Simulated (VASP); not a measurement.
PbO: single point with PBE-based screened hybrid with 15 % exact exchange

The system is PbO.

```
Pb O
1.0
     0.00000    2.79878    2.79878
     2.79878    0.00000    2.79878
     2.79878    2.79878    0.00000
Pb O
1 1
Direct
  0.00000 0.00000 0.00000
  0.25000 0.25000 0.25000
```

```yaml
Program: VASP 6.6.1
Task: single point
Functional: PBE-based screened hybrid with 15 % exact exchange
Potentials_or_basis: VASP PAW PBE potentials, release 64 (Pb_d, O)
Cutoff: 520 eV
k_mesh: 4 × 4 × 4
Occupations: gaussian, width 0.01 eV
Spin: no spin polarisation
Dipole_correction: no
Grid_for_exact_exchange_PRECFOCK: Normal
Share_of_exact_exchange: 0.15
Further_INCAR_settings: ALGO = Normal; EDIFF = 1e-06; NBANDS = 17
Screening_parameter: 0.3 1/Å
```

```yaml
Pressure: 1.2 GPa
Band_gap_on_the_k_mesh: 0.69 eV (least direct gap 0.88 eV)
```

Levels at points of the mesh, in eV from the valence-band top:
```
           k point  band 8  band 9  band 10  band 11  band 12  band 13
(0.00, 0.00, 0.00)   -2.56   -2.56    -2.56     5.72     5.72     5.72
(0.50, 0.00, 0.00)   -3.04   -3.04    -2.28     2.74     5.93     5.93
(0.50, 0.50, 0.00)   -3.84   -3.84    -0.19     0.69     6.39     6.39
```

Run time: 3.7 min on 1 thread of Intel(R) Xeon(R) Platinum 8488C (Sapphire Rapids), with other jobs on the host, peak memory 0.27 GiB.

Caveat: the k points lie up to 0.49 Å⁻¹ apart; the structure was generated, so it needn't be the stable form of PbO; the PAW data sets were made with another functional, which shifts forces and pressure a little; spin-orbit coupling is left out, which moves the levels of the heavy elements. A k mesh can miss the band edges.
